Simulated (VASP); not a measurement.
**Na: single point with PBE**

Crystal: Na.

```xyz
1
Lattice="-2.1175 2.1175 2.0857 2.1175 -2.1175 2.0857 2.1175 2.1175 -2.0857" Properties=species:S:1:pos:R:3 pbc="T T T"
Na    0.0000    0.0000    0.0000
```

This cell differs from its parent crystal: strain +0.000 along x and y, -0.015 along z.

```yaml
Program: VASP 6.6.1
Task: single point
Functional: PBE
Potentials_or_basis: VASP PAW PBE potentials, release 64 (Na_pv)
Cutoff: 520 eV
k_mesh: 16 × 16 × 16
Occupations: gaussian, width 0.15 eV
Spin: no spin polarisation
Dipole_correction: no
Further_INCAR_settings: ALGO = Normal; EDIFF = 1e-07; NBANDS = 10
```

The pressure is -0.1 GPa.

Levels at points of the mesh, in eV from the Fermi level:
| k point | band 1 | band 2 | band 3 | band 4 | band 5 | band 6 |
| --- | --- | --- | --- | --- | --- | --- |
| (0.00, 0.00, 0.00) | -24.91 | -24.91 | -24.91 | -3.26 | 11.52 | 11.75 |
| (0.50, 0.00, 0.00) | -24.94 | -24.92 | -24.91 | 0.77 | 1.23 | 8.10 |
| (0.50, 0.50, 0.00) | -24.94 | -24.92 | -24.91 | 0.72 | 1.16 | 8.30 |
| (0.50, 0.50, 0.50) | -24.94 | -24.94 | -24.93 | 4.44 | 4.56 | 4.78 |

Run time: 92 s on 1 thread of AMD EPYC 7R43 64-Core Processor (Zen 3), with other jobs on the host, peak memory 0.19 GiB.

Caveat: the cell differs from its parent crystal (strain +0.000 along x and y, -0.015 along z).
